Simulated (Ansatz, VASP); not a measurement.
**One calculation of AlNi, two programs**

The input POSCAR:

```
AlNi
1.0
    2.8597112900      0.0000000000      0.0000000000
    0.0000000000      2.8597112900      0.0000000000
    0.0000000000      0.0000000000      2.8597112900
Al Ni
1 1
Direct
    0.5000000000      0.5000000000      0.5000000000
    0.0000000000      0.0000000000      0.0000000000
```

The input INCAR.step1:

```
SYSTEM = AlNi
PREC     = Accurate       ! precision mode
ENCUT    = 600            ! plane-wave cutoff, eV
ISMEAR   = 0              ! smearing method
SIGMA    = 0.1            ! smearing width, eV
LREAL    = .FALSE.        ! projectors in reciprocal space
LASPH    = .TRUE.         ! aspherical terms in the spheres
NELM     = 100            ! most SCF steps
GGA      = PE             ! functional
ALGO     = Normal         ! electronic algorithm
EDIFF    = 1E-4           ! SCF threshold, eV
LWAVE    = .TRUE.         ! write WAVECAR
LCHARG   = .FALSE.        ! write CHGCAR
```

File INCAR.step2:

```
SYSTEM = AlNi
PREC     = Accurate       ! precision mode
ENCUT    = 600            ! plane-wave cutoff, eV
EDIFF    = 1E-7           ! SCF threshold, eV
ISMEAR   = 0              ! smearing method
SIGMA    = 0.1            ! smearing width, eV
LREAL    = .FALSE.        ! projectors in reciprocal space
LASPH    = .TRUE.         ! aspherical terms in the spheres
NELM     = 100            ! most SCF steps
ALGO     = Normal         ! electronic algorithm
ISIF     = 3              ! what is computed and relaxed
LWAVE    = .FALSE.        ! write WAVECAR
LCHARG   = .FALSE.        ! write CHGCAR
METAGGA  = R2SCAN         ! meta-GGA
LMIXTAU  = .TRUE.       
IBRION   = 2              ! ionic algorithm
NSW      = 100            ! ionic steps
EDIFFG   = -0.01          ! ionic threshold
ISTART   = 1
```

KPOINTS

```
regular mesh
0
G
  20 20 20
  0 0 0
```

Input for Ansatz:

```yaml
crystal:
  lattice:
    - [2.85971129, 0.0, 0.0]
    - [0.0, 2.85971129, 0.0]
    - [0.0, 0.0, 2.85971129]
  atoms:
    - { symbol: Al, position: [0.5, 0.5, 0.5] }
    - { symbol: Ni, position: [0.0, 0.0, 0.0] }
basis:
  ecutwfc: 500
kpoints:
  mp_grid: { grid: [20, 20, 20] }
hamiltonian:
  xc: r2scan
scf:
  occupations: { method: gaussian, width: 0.1 }
output:
  forces: true
  stress: true
  eigenvalues: true
relax:
  adjacent_minimum: "off"
  f_tol: 0.01
  max_steps: 80
  cell: { stress_tol: 0.05 }
```

Alike in both runs: task relaxation of cell and atoms; functional r2SCAN; k mesh 20 × 20 × 20; occupations gaussian, width 0.1 eV; no spin polarisation.

```csv
,VASP,Ansatz
version,VASP 6.6.1,Ansatz 0.2.0
potentials or method,"VASP PAW PBE potentials, release 64 (Al, Ni), cutoff 600 eV","scalar-relativistic, plane waves, PAW"
valence electrons in the cell,13,21
```

VASP gave:

- gap on the k mesh at the Fermi level, each at its own relaxed structure (eV): none
- relaxed volume (Å³/atom): 11.71
- relaxed cell length with the largest relative difference (Å): 2.861

Question: What did Ansatz give for the same quantities?

Answer: gap on the k mesh at the Fermi level, each at its own relaxed structure (eV): none; relaxed volume (Å³/atom): 11.74; relaxed cell length with the largest relative difference (Å): 2.863.

VASP's potentials were made for PBE, not for r2SCAN. A gap of «none» marks a metal or a gap that the smearing closes. VASP's potentials hold 13 valence electrons a cell and Ansatz's 21, so a difference there can come from the potentials and not from the codes.
